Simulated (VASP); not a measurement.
Wanted: the native input for a VASP 6.6.1 run.

| Item | Value |
| --- | --- |
| Task | single point |
| Functional | r2SCAN |
| Dispersion | D4 |
| Potentials or basis | VASP PAW PBE potentials, release 64 (Hf_pv, N) |
| Cutoff | 520 eV |
| k mesh | 7 × 7 × 7 |
| Occupations | methfessel-paxton, width 0.1 eV |
| Spin | no spin polarisation |
| Dipole correction | no |
| Further INCAR settings | ALGO = Normal; EDIFF = 1e-06; NBANDS = 14 |

Crystal: HfN.

```
Hf N
1.0
     0.00000    2.45482    2.45482
     2.45482    0.00000    2.45482
     2.45482    2.45482    0.00000
Hf N
1 1
Direct
  0.00309 0.00212 0.00183
  0.75038 0.75489 0.74931
```

One way to write it, as run:

POSCAR

```
HfN
1.0
    0.0000000000      2.4548200000      2.4548200000
    2.4548200000      0.0000000000      2.4548200000
    2.4548200000      2.4548200000      0.0000000000
Hf N
1 1
Direct
    0.0030852763      0.0021247237      0.0018252763
    0.7503800000      0.7548900000      0.7493100000
```

INCAR.step1

```
ALGO = Normal
EDIFF = 1E-4
ENCUT = 520
GGA = PE
ISMEAR = 1
LASPH = T
LCHARG = F
LREAL = F
LWAVE = T
NBANDS = 14
NELM = 100
PREC = Accurate
SIGMA = 0.1
```

INCAR.step2

```
ALGO = Normal
EDIFF = 1E-6
ENCUT = 520
ISIF = 2
ISMEAR = 1
ISTART = 1
IVDW = 13
LASPH = T
LCHARG = T
LELF = T
LMIXTAU = T
LREAL = F
LVHAR = T
LWAVE = F
METAGGA = R2SCAN
NBANDS = 14
NELM = 100
PREC = Accurate
SIGMA = 0.1
VDW_A1 = 0.51559235
VDW_A2 = 5.77342911
VDW_S6 = 1.0
VDW_S8 = 0.6018749
```

KPOINTS

```
k-points
0
Gamma
  7 7 7
```

Potentials or basis: VASP PAW PBE potentials, release 64 (Hf_pv, N).

The run is started by

```bash
$ cat potpaw_PBE.64/Hf_pv/POTCAR potpaw_PBE.64/N/POTCAR > POTCAR
$ cp INCAR.step1 INCAR
$ mpirun -np 1 vasp_std > vasp.out
$ cp INCAR.step2 INCAR
$ mpirun -np 1 vasp_std > vasp.out
```

Results of the run:

The pressure is -4.7 GPa. The largest force is 0.138 eV/Å. The dispersion energy per atom is -0.085 eV.

Caveat: the PAW data sets were made with another functional, which shifts forces and pressure a little; pairwise dispersion overbinds metals, which lowers pressure and volume.

Run time: 9.3 min on 1 thread of AMD EPYC 7571 (shared host), peak memory 0.19 GiB.
